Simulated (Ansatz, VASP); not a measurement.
**SiC, level by level in two programs**

```xyz
2
Lattice="0.0000 2.2077 2.2077 2.2077 0.0000 2.2077 2.2077 2.2077 0.0000" Properties=species:S:1:pos:R:3 pbc="T T T"
Si    0.0000    0.0000    0.0000
C     3.3115    3.3115    3.3115
```

Single points on this cell with VASP 6.6.1 and Ansatz 0.2.0. Each row is one pair of runs. Alike in all rows: spin: off; k mesh: 10 × 10 × 10; smearing: fermi-dirac, width 0.05 eV.

| level | VASP's potentials, cutoff | Ansatz's potentials, cutoff | gap on the k mesh at the Fermi level (eV), VASP | gap on the k mesh at the Fermi level (eV), Ansatz | least direct gap on the mesh (eV), VASP | least direct gap on the mesh (eV), Ansatz | pressure (GPa), VASP | pressure (GPa), Ansatz |
| --- | --- | --- | --- | --- | --- | --- | --- | --- |
| PBE+D3(BJ) | VASP PAW PBE potentials, release 64 (Si, C), 600 eV | Ansatz PAW, 420 eV | 1.39 | 1.39 | 4.50 | 4.50 | -9.4 | -9.2 |
| RPBE | VASP PAW PBE potentials, release 64 (Si, C), 600 eV | Ansatz PAW, 420 eV | 1.40 | 1.41 | 4.50 | 4.52 | -2.5 | -1.9 |
| revPBE+D3(BJ) | VASP PAW PBE potentials, release 64 (Si, C), 600 eV | Ansatz PAW, 420 eV | 1.40 | 1.40 | 4.50 | 4.51 | -11.8 | -11.3 |
| BLYP+D4 | VASP PAW PBE potentials, release 64 (Si, C), 600 eV | Ansatz PAW, 420 eV | 1.73 | 1.73 | 4.79 | 4.77 | -8.0 | -8.4 |
| r2SCAN+rVV10 | VASP PAW PBE potentials, release 64 (Si, C), 660 eV | Ansatz PAW, 500 eV | 1.72 | 1.70 | 4.98 | 4.97 | -9.4 | -9.1 |
| RPBE+D4 | VASP PAW PBE potentials, release 64 (Si, C), 600 eV | Ansatz PAW, 420 eV | 1.40 | 1.41 | 4.50 | 4.52 | -11.6 | -11.0 |

Gap on the k mesh at the fermi level (eV): the two programs differ by at most 0.011; least direct gap on the mesh (eV): the two programs differ by at most 0.017; pressure (GPa): the two programs differ by at most 0.6.
